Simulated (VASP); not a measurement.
# LiH: single point with PBE

The system is LiH.

```
Li H
1.0
     0.00000    2.09958    2.09958
     2.09958    0.00000    2.09958
     2.09958    2.09958    0.00000
Li H
1 1
Direct
  0.00000 0.00000 0.00000
  0.25000 0.25000 0.25000
```

This cell differs from its parent crystal: volume changed by -6%.

```json
{
  "Program": "VASP 6.6.1",
  "Task": "single point",
  "Functional": "PBE",
  "Potentials or basis": "VASP PAW PBE potentials, release 64 (Li_sv, H)",
  "Cutoff": "520 eV",
  "k mesh": "8 × 8 × 8",
  "Occupations": "gaussian, width 0.01 eV",
  "Spin": "no spin polarisation"
}
```

| Item | Value |
| --- | --- |
| Band gap on the k mesh | 4.30 eV, indirect (least direct gap 5.42 eV) |

Levels at points of the mesh, in eV from the valence-band top:
| k point | band 1 | band 2 | band 3 | band 4 | band 5 | band 6 | band 7 |
| --- | --- | --- | --- | --- | --- | --- | --- |
| (0.00, 0.00, 0.00) | -43.23 | -3.86 | 13.67 | 17.93 | 17.93 | 17.93 | 20.54 |
| (0.50, 0.00, 0.00) | -43.20 | -1.14 | 4.30 | 15.61 | 15.61 | 16.75 | 19.63 |
| (0.50, 0.50, 0.00) | -43.19 | -0.38 | 7.39 | 10.27 | 11.06 | 11.06 | 19.22 |

It took 4.6 s on 1 thread of Intel(R) Xeon(R) Platinum 8488C (Sapphire Rapids) (shared host), peak memory 0.13 GiB.

 A k mesh can miss the band edges.
